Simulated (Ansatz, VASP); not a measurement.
B4MoRu in VASP and in Ansatz

```xyz
6
Lattice="2.4288 -3.8267 0.0000 2.4288 3.8267 0.0000 0.0000 0.0000 2.8930" Properties=species:S:1:pos:R:3 pbc="T T T"
B     2.4288    2.1991    0.0000
B     2.4288   -2.1991    0.0000
B     1.2144    1.9133    1.4465
B     1.2144   -1.9133    1.4465
Mo    2.4288    0.0000    0.0000
Ru    0.0000    0.0000    1.4465
```

Change from the starting cell: species swapped into the CeGaCu4 type (Cmmm, No. 65).

Alike in both runs: functional PBE; k mesh 4 × 4 × 6; occupations gaussian, width 0.1 eV; no spin polarisation.

Ansatz relaxed the structure, and its values are those at the end. VASP's run is a single point on that final structure, the one shown.

|  | VASP | Ansatz |
| --- | --- | --- |
| version | VASP 6.6.1 | Ansatz 0.2.0 |
| potentials or method | VASP PAW PBE potentials, release 64 (B, Mo_sv, Ru_pv), cutoff 520 eV | scalar-relativistic, plane waves, PAW |
| valence electrons in the cell | 40 | 42 |

Ansatz gave:

```
gap on the k mesh at the Fermi level (eV) : none
pressure (GPa)                            : 0.0
rms of the force components (eV/Å)        : 0.003
```

Question: Estimate VASP's values.

Answer: gap on the k mesh at the Fermi level (eV): none; pressure (GPa): 0.1; rms of the force components (eV/Å): 0.004.

A gap of «none» marks a metal or a gap that the smearing closes. VASP's potentials hold 40 valence electrons a cell and Ansatz's 42, so a difference there can come from the potentials and not from the codes.

The k mesh is coarse, so the values compare programs but aren't converged.
